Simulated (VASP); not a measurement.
# MgO (P6_3/mmc) in VASP: further runs, part 2 of 2

VASP 6.6.1. Earlier steps stand in the parts before.

## (4) Single point, r2SCAN

This run uses another cell than the first one, of the same volume but with other edges.

File POSCAR:

```
MgO
1.0
    3.4863780000      0.0000000000      0.0000000000
   -1.7431890000      3.0192920000      0.0000000000
    0.0000000000      0.0000000000      4.1780410000
Mg O
2 2
Direct
    0.6666666667      0.3333333333      0.7500000000
    0.3333333333      0.6666666667      0.2500000000
    0.6666666667      0.3333333333      0.2500000000
    0.3333333333      0.6666666667      0.7500000000
```

File INCAR.step1:

```
PREC = Accurate ; ENCUT = 520
ISMEAR = -1 ; SIGMA = 0.02
LREAL = F ; LASPH = T
NELM = 80 ; NBANDS = 16
GGA = PE ; ALGO = Normal
EDIFF = 1E-4 ; LWAVE = T
LCHARG = F
```

File INCAR.step2:

```
PREC = Accurate ; ENCUT = 520
EDIFF = 1E-6 ; ISMEAR = -1
SIGMA = 0.02 ; LREAL = F
LASPH = T ; NELM = 80
ALGO = Normal ; ISIF = 2
LWAVE = F ; LCHARG = F
METAGGA = R2SCAN ; LMIXTAU = T
NBANDS = 16 ; ISTART = 1
```

File KPOINTS:

```
Automatic mesh
0
Gamma
  6 6 6
```

Potentials or basis: VASP PAW PBE potentials, release 64 (Mg, O).

Launch:

```sh
$ cat potpaw_PBE.64/Mg/POTCAR potpaw_PBE.64/O/POTCAR > POTCAR
$ cp INCAR.step1 INCAR
$ mpirun -np 1 vasp_std > vasp.out
$ cp INCAR.step2 INCAR
$ mpirun -np 1 vasp_std > vasp.out
```

OUTCAR:

```text
PREC = Accurate
   ENCUT = 520
   EDIFF = 1E-6
   ISMEAR = -1
   LREAL = F
   LASPH = T
   NELM = 80
   ISIF = 2
   METAGGA = R2SCAN
   ISTART = 1

 ion  position               nearest neighbor table
   1  0.667  0.333  0.750-   4 2.01   4 2.01   4 2.01   3 2.09   3 2.09   2 2.90   2 2.90   2 2.90
                             2 2.90   2 2.90   2 2.90
   2  0.333  0.667  0.250-   3 2.01   3 2.01   3 2.01   4 2.09   4 2.09   1 2.90   1 2.90   1 2.90
                             1 2.90   1 2.90   1 2.90
   3  0.667  0.333  0.250-   2 2.01   2 2.01   2 2.01   1 2.09   1 2.09
   4  0.333  0.667  0.750-   1 2.01   1 2.01   1 2.01   2 2.09   2 2.09

  LATTYP: Found a hexagonal cell.
 ALAT       =     3.4863780000
 C/A-ratio  =     1.1983901344

  Lattice vectors:

 A1 = (   3.4863780000,   0.0000000000,   0.0000000000)
 A2 = (  -1.7431890000,   3.0192920000,   0.0000000000)
 A3 = (   0.0000000000,   0.0000000000,   4.1780410000)

Analysis of symmetry for initial positions (statically):
=====================================================================
 Subroutine PRICEL returns:
 Original cell was already a primitive cell.

 Routine SETGRP: Setting up the symmetry group for a
 hexagonal supercell.

 Subroutine GETGRP returns: Found 24 space group operations
 (whereof 12 operations were pure point group operations)
 out of a pool of 24 trial point group operations.

The static configuration has the point symmetry D_3d.
 The point group associated with its full space group is D_6h.

Analysis of symmetry for dynamics (positions and initial velocities):
=====================================================================
 Subroutine PRICEL returns:
 Original cell was already a primitive cell.

 Routine SETGRP: Setting up the symmetry group for a
 hexagonal supercell.

 Subroutine GETGRP returns: Found 24 space group operations
 (whereof 12 operations were pure point group operations)
 out of a pool of 24 trial point group operations.

The dynamic configuration has the point symmetry D_3d.
 The point group associated with its full space group is D_6h.

 Subroutine INISYM returns: Found 24 space group operations
 (whereof 12 operations are pure point group operations),
 and found     1 'primitive' translations

----------------------------------------------------------------------------------------

                                     Primitive cell

  volume of cell :      43.9797

  direct lattice vectors                    reciprocal lattice vectors
     3.486378000  0.000000000  0.000000000     0.286830631  0.165601737  0.000000000
    -1.743189000  3.019292000  0.000000000     0.000000000  0.331203474  0.000000000
     0.000000000  0.000000000  4.178041000     0.000000000  0.000000000  0.239346622

  length of vectors
     3.486378000  3.486378073  4.178041000     0.331203481  0.331203474  0.239346622

  position of ions in fractional coordinates (direct lattice)
     0.666666667  0.333333333  0.750000000
     0.333333333  0.666666667  0.250000000
     0.666666667  0.333333333  0.250000000
     0.333333333  0.666666667  0.750000000

  ion indices of the primitive-cell ions
   primitive index   ion index
                 1           1
[... 28 lines left out ...]
 Found     28 irreducible k-points:

 Following reciprocal coordinates:
            Coordinates               Weight
  0.000000  0.000000  0.000000      1.000000
  0.166667  0.000000  0.000000      6.000000
  0.333333  0.000000  0.000000      6.000000
  0.500000 -0.000000  0.000000      3.000000
  0.166667  0.166667  0.000000      6.000000
  0.333333  0.166667  0.000000     12.000000
[... 16 lines left out ...]
  0.166667  0.000000  0.500000      6.000000
  0.333333  0.000000  0.500000      6.000000
 [... further k-points ...]
   k-points           NKPTS =     28   k-points in BZ     NKDIM =     28   number of bands    NBANDS=     16
   number of dos      NEDOS =    301   number of ions     NIONS =      4
   total plane-waves  NPLWV =  25088
   dimension x,y,z NGX =    28 NGY =   28 NGZ =   32
   dimension x,y,z NGXF=    56 NGYF=   56 NGZF=   64
   ions per type =               2   2
   NGX,Y,Z   is equivalent  to a cutoff of  13.35, 13.35, 12.73 a.u.
   NGXF,Y,Z  is equivalent  to a cutoff of  26.70, 26.70, 25.47 a.u.
 SYSTEM =  unknown system
   PREC   = accura    normal or accurate (medium, high low for compatibility)
   ISTART =      1    job   : 0-new  1-cont  2-samecut
   ICHARG =      0    charge: 1-file 2-atom 10-const
   ISPIN  =      1    spin polarized calculation?
   LNONCOLLINEAR =      F non collinear calculations
   LSORBIT =      F    spin-orbit coupling
   LASPH  =      T    aspherical Exc in radial PAW
   ENCUT  =  520.0 eV  38.22 Ry    6.18 a.u.   6.48  6.48  7.77*2*pi/ulx,y,z
   NELM   =     80;   NELMIN=  2; NELMDL=  0     # of ELM steps
   EDIFF  = 0.1E-05   stopping-criterion for ELM
   LREAL  =      F    real-space projection
   EDIFFG = 0.1E-04   stopping-criterion for IOM
   NSW    =      0    number of steps for IOM
   IBRION =     -1    ionic relax: 0-MD 1-quasi-New 2-CG
   NFREE  =      0    steps in history (QN), initial steepest desc. (CG)
   ISIF   =      2    stress and relaxation
   ISYM   =      2    0-nonsym 1-usesym 2-fastsym
   POTIM  = 0.5000    time-step for ionic-motion
   TEBEG  =    0.0;   TEEND  =   0.0 temperature during run
   PSTRESS=    0.0 pullay stress
   NELECT =      16.0000    total number of electrons
   NUPDOWN=      -1.0000    fix difference up-down
   EMIN   =  10.00;   EMAX   =-10.00  energy-range for DOS
   EFERMI =   0.00;   METHOD = LEGACY
   ISMEAR =    -1;   SIGMA  =   0.02  broadening in eV -4-tet -1-fermi 0-gaus
   EFERMI_NEDOS =   21; number of points for ismear=-14 and -15
   IALGO  =     38    algorithm
   IMIX   =      4    mixing-type and parameters
     AMIX     =   0.40;   BMIX     =  1.00
     AMIX_MAG =   1.60;   BMIX_MAG =  1.00
  volume/ion in A,a.u.               =      10.99        74.20
  Fermi-wavevector in a.u.,A,eV,Ry     =   1.168685  2.208494 18.583166  1.365824
  Thomas-Fermi vector in A             =   2.305168
   LORBIT       =      0    0 simple, 1 ext, 2 COOP (PROOUT), +10 PAW based schemes
   METAGGA = R2SCAN    functional components
   LHFCALC =     F    Hartree Fock is set to
   AEXX    =    0.0000 exact exchange contribution
   IVDW    =     0    specifies the selected vdW correction
   LEPSILON=     F    determine dielectric tensor
   LRPA    =     F    only Hartree local field effects (RPA)
 non-spin polarized calculation
  energy-cutoff  :      520.00
  volume of cell :       43.98
 maximum number of plane-waves:      1204
 NGX is ok and might be reduce to    28

 number of electron      15.9999999 magnetization

 Free energy of the ion-electron system (eV)
  ---------------------------------------------------
  ext. energy  EPLUGINS =         0.00000000
  ---------------------------------------------------
  free energy    TOTEN  =       -32.06988257 eV

  energy without entropy =      -32.06988257  energy(sigma->0) =      -32.06988257

 E-fermi :   2.0709     XC(G=0): -10.5623

 val. band max:        1.5942336316   @ k =   0.0000   0.0000   0.0000
 cond. band min:       5.6786145150   @ k =   0.0000   0.0000   0.0000
 fundamental gap:      4.0843808834
 Fermi energy:         2.0709357825

 k-point     1 :       0.0000    0.0000    0.0000
  band No.  band energies     occupation
      1     -16.2970      2.00000
      2     -14.9287      2.00000
      3      -2.0803      2.00000
      4      -0.1736      2.00000
      5      -0.1736      2.00000
      6       0.7636      2.00000
[... 433 lines left out ...]
      3      -2.0037      2.00000
      4      -2.0037      2.00000
      5       0.0916      2.00000
      6       0.0916      2.00000
[... 8 lines left out ...]
     15      17.6049      0.00000
     16      17.6049      0.00000

 [... further k-points ...]

------------------------ aborting loop because EDIFF is reached ----------------------------------------

  FORCE on cell =-STRESS in cart. coord.  units (eV):
  Direction    XX          YY          ZZ          XY          YZ          ZX
  --------------------------------------------------------------------------------------
  -------------------------------------------------------------------------------------
  Total       -0.2046195     -0.2046195     -0.1614445      0.0000000      0.0000000      0.0000000
  in kB       -7.4542724     -7.4542728     -5.8814127      0.0000000      0.0000000      0.0000000
  external PRESSURE =      -6.9299859 kB  Pullay stress =       0.0000000 kB

 VOLUME and BASIS-vectors are now :
 -----------------------------------------------------------------------------
  energy-cutoff  :      520.00
  volume of cell :       43.98
      direct lattice vectors                 reciprocal lattice vectors
     3.486378000  0.000000000  0.000000000     0.286830631  0.165601737  0.000000000
    -1.743189000  3.019292000  0.000000000     0.000000000  0.331203474  0.000000000
     0.000000000  0.000000000  4.178041000     0.000000000  0.000000000  0.239346622

 POSITION                                       TOTAL-FORCE (eV/Angst)
 -----------------------------------------------------------------------------------
      1.74319      1.00643      3.13353        -0.000000     -0.000000      0.000000
     -0.00000      2.01286      1.04451         0.000000     -0.000000      0.000000
      1.74319      1.00643      1.04451        -0.000000      0.000000      0.000000
     -0.00000      2.01286      3.13353         0.000000     -0.000000      0.000000
 -----------------------------------------------------------------------------------
    total drift:                                0.000000     -0.000000      0.000000

  FREE ENERGIE OF THE ION-ELECTRON SYSTEM (eV)
  ---------------------------------------------------
  free  energy   TOTEN  =       -32.0698825652 eV

  energy  without entropy=      -32.0698825652  energy(sigma->0) =      -32.06988257
```

It took 73 s on 1 thread of Intel Xeon 6975P-C, shared host; peak memory 0.18 GiB.

What came out:

```yaml
Free_energy: -32.0699 eV
Pressure: -0.7 GPa
Band_gap_on_the_k_mesh: 4.08 eV, direct
```

Caveat: the PAW data sets were made with another functional, which shifts forces and pressure a little. r2SCAN opens gaps a little over a GGA but as a rule still falls short of measured ones.

## (5) Overview

```tsv
cell	gap on the mesh (eV)	pressure (GPa)
a = 3.382, b = 3.382, c = 4.440 Å, angles 90.0, 90.0, 120.0°, 4 atoms	4.01	1.0
a = 3.434, b = 3.434, c = 4.306 Å, angles 90.0, 90.0, 120.0°, 4 atoms	4.04	-0.4
a = 3.486, b = 3.486, c = 4.178 Å, angles 90.0, 90.0, 120.0°, 4 atoms	4.08	-0.7
```

Alike in all rows: task single point; level r2SCAN; potentials or basis VASP PAW PBE potentials, release 64 (Mg, O); no spin polarisation; k mesh 6 × 6 × 6; cutoff (eV) 520; smearing fermi-dirac 0.02 eV.

Caveats: the PAW data sets were made with another functional, which shifts forces and pressure a little.

Total energies depend on the potentials used, so only differences within one code and one set of settings carry meaning.
